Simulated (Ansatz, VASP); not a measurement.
**Two plane-wave programs on Pt**

Contents of INCAR:

```
SYSTEM = Pt
ALGO = Normal ; EDIFF = 1E-6
ENCUT = 500 ; GGA_COMPAT = .FALSE.
ISIF = 2 ; ISMEAR = 0
LASPH = .TRUE. ; LCHARG = .FALSE.
LREAL = .FALSE. ; LWAVE = .FALSE.
NBANDS = 25 ; NELM = 120
PREC = Accurate ; SIGMA = 0.15
```

The input KPOINTS:

```
k-points
0
G
  21 21 10
  0 0 0
```

The input POSCAR:

```
Pt
1.0
    2.7882722719      0.0000000000      0.0000000000
   -1.3941361360      2.3668984891      0.0000000000
    0.0000000000      0.0000000000      4.7921340000
Pt
2
Direct
    0.6666666667      0.3333333333      0.7500000000
    0.3333333333      0.6666666667      0.2500000000
```

Input for Ansatz:

```yaml
crystal:
  lattice:
    - [2.7882722719, 0.0, 0.0]
    - [-1.394136136, 2.3668984891, 0.0]
    - [0.0, 0.0, 4.792134]
  atoms:
    - { symbol: Pt, position: [0.6666666667, 0.3333333333, 0.75] }
    - { symbol: Pt, position: [0.3333333333, 0.6666666667, 0.25] }
basis:
  ecutwfc: 420
kpoints:
  mp_grid: { grid: [21, 21, 10] }
hamiltonian:
  xc: lda
scf:
  occupations: { method: gaussian, width: 0.15 }
output:
  forces: true
  stress: true
  eigenvalues: true
```

Change from the starting cell: strain +0.0100 x Voigt [1, -1, 0, 0, 0, 0], atoms carried along.

Alike in both runs: task single point; functional LDA; k mesh 21 × 21 × 10; occupations gaussian, width 0.15 eV; no spin polarisation.

|  | VASP | Ansatz |
| --- | --- | --- |
| version | VASP 6.6.1 | Ansatz 0.2.0 |
| potentials or method | VASP PAW LDA potentials, release 64 (Pt_sv_GW), cutoff 500 eV | scalar-relativistic, plane waves, PAW |
| valence electrons in the cell | 36 | 36 |

Ansatz gave:

```
gap on the k mesh at the Fermi level (eV)                     : none
pressure (GPa)                                                : -15.7
traceless stress, the component that is largest in VASP (GPa) : 1.83
```

**Question.** Estimate VASP's values.

**Answer.** gap on the k mesh at the Fermi level (eV): none; pressure (GPa): -18.0; traceless stress, the component that is largest in VASP (GPa): 1.97.

LDA's correlation is that of Perdew and Zunger in VASP and of Perdew and Wang (1992) in Ansatz. A gap of «none» marks a metal or a gap that the smearing closes.

Spin-orbit coupling is off throughout.
